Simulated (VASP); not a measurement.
The system is P.

```xyz
2
Lattice="1.7257 0.9963 3.1297 -1.7257 0.9963 3.1297 0.0000 -1.9927 3.1297" Properties=species:S:1:pos:R:3 pbc="T T T"
P     0.0000    0.0000    7.2570
P     0.0000    0.0000    2.1321
```

* Program: VASP 6.6.1
* Task: relaxation of cell and atoms
* Functional: RPBE
* Potentials or basis: VASP PAW PBE potentials, release 64 (P)
* Cutoff: 600 eV
* k mesh: 9 × 9 × 9
* Occupations: methfessel-paxton, width 0.1 eV
* Spin: collinear spin, antiferromagnetic start
* Starting moments: [0.5, -0.5] μB

At the start: pressure 2.8 GPa; volume 16.14 Å³/atom.

Question: Where does the relaxation end?

Answer: Over 10 steps the energy falls by 5.3 meV/atom and the volume is 16.71 Å³/atom (+3.5 %); space group R-3m (No. 166, to 0.05 Å); moment 0.00 μB per cell.

The path:
```csv
step,energy change (eV),largest force (eV/Å),pressure (GPa),volume (Å³)
1,0.0000,0.1841,2.85,32.29
2,-0.0066,0.2527,-1.29,33.65
3,-0.0094,0.1086,0.13,33.17
4,-0.0094,0.1026,0.19,33.16
5,-0.0103,0.0503,0.07,33.29
6,-0.0104,0.0185,-0.02,33.36
7,-0.0104,0.0162,-0.01,33.36
8,-0.0105,0.0026,0.06,33.36
9,-0.0105,0.0078,0.13,33.36
10,-0.0106,0.0017,0.03,33.42
```

Final structure:
```
CELL_PARAMETERS angstrom
1.74814 1.00929 3.15646
-1.74814 1.00929 3.15646
0.00000 -2.01858 3.15646
ATOMIC_POSITIONS crystal
P 0.77320 0.77320 0.77320
P 0.22680 0.22680 0.22680
```

Caveat: the PAW data sets were made with another functional, which shifts forces and pressure a little.
